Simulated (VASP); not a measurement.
# Ta3N (P-3m1) in VASP: settings compared, part 2 of 2

VASP 6.6.1. The steps go on from the part before.

## Step 4: Single point, PBE+U

This run uses another cell than the first one, of 14.98 Å³/atom.

Contents of INCAR:

```
SYSTEM = Ta3N
ALGO = Normal ; EDIFF = 1E-6
ENCUT = 700 ; GGA = PE
GGA_COMPAT = .False. ; ISIF = 2
ISMEAR = -1 ; LASPH = .True.
LCHARG = .False. ; LDAU = .True.
LDAUJ = 0 0 ; LDAUL = 2 -1
LDAUPRINT = 1 ; LDAUTYPE = 2
LDAUU = 6 0 ; LMAXMIX = 4
LREAL = .False. ; LWAVE = .False.
NBANDS = 30 ; NELM = 200
PREC = Accurate ; SIGMA = 0.05
```

Contents of KPOINTS:

```
k-points
0
Gamma
  10 10 4
  0 0 0
```

Contents of POSCAR:

```
Ta3N
1.0
    3.0322239879      0.0000000000      0.0000000000
   -1.5161119940      2.6259830035      0.0000000000
    0.0000000000      0.0000000000      7.5241370000
Ta N
3 1
Direct
    0.6666666667      0.3333333333      0.8260700000
    0.3333333333      0.6666666667      0.1739300000
    0.0000000000      0.0000000000      0.5000000000
    0.0000000000      0.0000000000      0.0000000000
```

Potentials or basis: VASP PAW PBE potentials, release 64 (Ta_sv_GW, N).

Command:

```
> cat potpaw_PBE.64/Ta_sv_GW/POTCAR potpaw_PBE.64/N/POTCAR > POTCAR
> mpirun -np 1 vasp_std > vasp.out
```

OUTCAR:

```text
SYSTEM = Ta3N
   EDIFF = 1E-6
   ENCUT = 700
   GGA = PE
   ISIF = 2
   ISMEAR = -1
   LASPH = .True.
   LREAL = .False.
   NELM = 200
   PREC = Accurate

 ion  position               nearest neighbor table
   1  0.667  0.333  0.826-   4 2.19   4 2.19   4 2.19   3 3.01   3 3.01   3 3.01   2 3.15   2 3.15
                             2 3.15
   2  0.333  0.667  0.174-   4 2.19   4 2.19   4 2.19   3 3.01   3 3.01   3 3.01   1 3.15   1 3.15
                             1 3.15
   3  0.000  0.000  0.500-   1 3.01   2 3.01   1 3.01   2 3.01   1 3.01   2 3.01
   4  0.000  0.000  0.000-   1 2.19   2 2.19   1 2.19   2 2.19   1 2.19   2 2.19

  LATTYP: Found a hexagonal cell.
 ALAT       =     3.0322239879
 C/A-ratio  =     2.4813922158

  Lattice vectors:

 A1 = (   3.0322239879,   0.0000000000,   0.0000000000)
 A2 = (  -1.5161119940,   2.6259830035,   0.0000000000)
 A3 = (   0.0000000000,   0.0000000000,   7.5241370000)

Analysis of symmetry for initial positions (statically):
=====================================================================
 Subroutine PRICEL returns:
 Original cell was already a primitive cell.

 Routine SETGRP: Setting up the symmetry group for a
 hexagonal supercell.

 Subroutine GETGRP returns: Found 12 space group operations
 (whereof 12 operations were pure point group operations)
 out of a pool of 24 trial point group operations.

The static configuration has the point symmetry D_3d.

Analysis of symmetry for dynamics (positions and initial velocities):
=====================================================================
 Subroutine PRICEL returns:
 Original cell was already a primitive cell.

 Routine SETGRP: Setting up the symmetry group for a
[... 243 lines left out ...]
  o =  0.1237  v =  0.0000  0.0000  0.0000  0.0000  0.0000 -0.3378 -0.6607  0.0000  0.5008  0.4457      0.0000  0.0000  0.0000  0.0000  0.0000  0.0000  0.0000  0.0000  0.0000  0.0000
  o =  0.2225  v =  0.0000  0.0000  0.0000  0.0000  0.0000  0.6607  0.3377 -0.0000  0.4457  0.5007      0.0000  0.0000  0.0000  0.0000  0.0000  0.0000  0.0000  0.0000  0.0000  0.0000
  o =  0.2225  v =  0.6607  0.3377 -0.0000  0.4457  0.5007  0.0000  0.0000  0.0000  0.0000  0.0000      0.0000  0.0000  0.0000  0.0000  0.0000  0.0000  0.0000  0.0000  0.0000  0.0000
  o =  0.2225  v =  0.0000  0.0000  0.0000  0.0000  0.0000  0.5007 -0.4457 -0.0000  0.3377 -0.6607      0.0000  0.0000  0.0000  0.0000  0.0000  0.0000  0.0000  0.0000  0.0000  0.0000
  o =  0.2225  v =  0.5007 -0.4457 -0.0000  0.3377 -0.6607  0.0000  0.0000  0.0000  0.0000  0.0000      0.0000  0.0000  0.0000  0.0000  0.0000  0.0000  0.0000  0.0000  0.0000  0.0000
  o =  0.2707  v =  0.0000  0.0000  1.0000  0.0000  0.0000  0.0000  0.0000  0.0000  0.0000  0.0000      0.0000  0.0000  0.0000  0.0000  0.0000  0.0000  0.0000  0.0000  0.0000  0.0000
  o =  0.2707  v =  0.0000  0.0000  0.0000  0.0000  0.0000  0.0000  0.0000  1.0000  0.0000  0.0000      0.0000  0.0000  0.0000  0.0000  0.0000  0.0000  0.0000  0.0000  0.0000  0.0000

 number of electron      44.0000000 magnetization

 Free energy of the ion-electron system (eV)
  ---------------------------------------------------
  ext. energy  EPLUGINS =         0.00000000
  ---------------------------------------------------
  free energy    TOTEN  =       -37.93853096 eV

  energy without entropy =      -37.91402356  energy(sigma->0) =      -37.92627726

 E-fermi :  12.0685     XC(G=0): -13.0909

 val. band max:       12.0597996363   @ k =   0.1000   0.0000   0.0000
 cond. band min:      12.0698991759   @ k =   0.1000   0.1000   0.2500
 fundamental gap:      0.0100995396
 Fermi energy:        12.0685164661

 k-point     1 :       0.0000    0.0000    0.0000
  band No.  band energies     occupation
      1     -57.7156      2.00000
      2     -57.6900      2.00000
      3     -57.1894      2.00000
      4     -24.4023      2.00000
      5     -24.1351      2.00000
      6     -23.8252      2.00000
[... 781 lines left out ...]
     29      17.3234      0.00000
     30      17.8156      0.00000

 [... further k-points ...]
[... 5 lines left out ...]
  --------------------------------------------------------------------------------------
  -------------------------------------------------------------------------------------
  Total        6.5557316      6.5557316      7.7569341     -0.0000000      0.0000000     -0.0000000
  in kB      175.3161249    175.3161249    207.4391858     -0.0000000      0.0000000     -0.0000000
  external PRESSURE =     186.0238119 kB  Pullay stress =       0.0000000 kB

 VOLUME and BASIS-vectors are now :
 -----------------------------------------------------------------------------
  energy-cutoff  :      700.00
  volume of cell :       59.91
      direct lattice vectors                 reciprocal lattice vectors
     3.032223988  0.000000000  0.000000000     0.329790940  0.190404888  0.000000000
    -1.516111994  2.625983004  0.000000000     0.000000000  0.380809776  0.000000000
     0.000000000  0.000000000  7.524137000     0.000000000  0.000000000  0.132905608

 POSITION                                       TOTAL-FORCE (eV/Angst)
 -----------------------------------------------------------------------------------
      1.51611      0.87533      6.21546         0.000000      0.000000     -0.537439
     -0.00000      1.75066      1.30867        -0.000000     -0.000000      0.537439
      0.00000      0.00000      3.76207        -0.000000      0.000000      0.000000
      0.00000      0.00000      0.00000        -0.000000      0.000000      0.000000
 -----------------------------------------------------------------------------------
    total drift:                                0.000000     -0.000000     -0.000000

  FREE ENERGIE OF THE ION-ELECTRON SYSTEM (eV)
  ---------------------------------------------------
  free  energy   TOTEN  =       -37.9385309576 eV

  energy  without entropy=      -37.9140235618  energy(sigma->0) =      -37.92627726
```

It took 94 s on 1 thread of Intel Xeon 6975P-C (Granite Rapids), shared host; peak memory 0.3 GiB.

What came out:

```yaml
Free_energy: -37.9385 eV
Pressure: 18.6 GPa
Largest_force: 0.537 eV/Å
Band_gap_on_the_k_mesh: zero (bands 22 and 23 overlap by 0.49 eV)
```

Forces in eV/Å, atoms in the order of the input:
```
Ta   0.000  0.000 -0.537
Ta   0.000  0.000  0.537
Ta   0.000  0.000  0.000
N    0.000  0.000  0.000
```

Eigenvalues of the final occupation matrices:
```tsv
site	spin	trace	eigenvalues
site 1 d	1	1.05	0.19 0.19 0.22 0.22 0.23
site 1 d	2	1.05	0.19 0.19 0.22 0.22 0.23
site 2 d	1	1.05	0.19 0.19 0.22 0.22 0.23
site 2 d	2	1.05	0.19 0.19 0.22 0.22 0.23
site 3 d	1	0.96	0.12 0.12 0.22 0.22 0.27
site 3 d	2	0.96	0.12 0.12 0.22 0.22 0.27
```

Caveat: the cell stands under pressure; spin-orbit coupling is left out, which moves the levels of the heavy elements; U without spin polarisation on a metal has little footing.

## Step 5: Summary

```tsv
level	potentials or basis	U	cell	gap on the mesh (eV)	pressure (GPa)	largest force (eV/Å)
LDA	VASP PAW LDA potentials, release 64 (Ta_sv_GW, N)	-	a = 3.072, b = 3.072, c = 7.623 Å, angles 90.0, 90.0, 120.0°, 4 atoms	none	-20.8	0.72
PBE+U	VASP PAW PBE potentials, release 64 (Ta_sv_GW, N)	Ta d U = 1.0 eV	a = 3.032, b = 3.032, c = 7.524 Å, angles 90.0, 90.0, 120.0°, 4 atoms	none	2.0	-
PBE+U	VASP PAW PBE potentials, release 64 (Ta_sv_GW, N)	Ta d U = 6.0 eV	a = 3.032, b = 3.032, c = 7.524 Å, angles 90.0, 90.0, 120.0°, 4 atoms	none	18.6	0.54
```

Alike in all rows: task single point; no spin polarisation; k mesh 10 × 10 × 4; cutoff (eV) 700; smearing fermi-dirac 0.05 eV.

Caveats: spin-orbit coupling is left out, which moves the levels of the heavy elements; U without spin polarisation on a metal has little footing (at least some runs); the cell stands under tension (at least some runs); the cell stands under pressure (at least some runs).

Total energies depend on the potentials used, so only differences within one code and one set of settings carry meaning.

The gap in the log of VASP goes by the Fermi energy; the results here count the filled bands.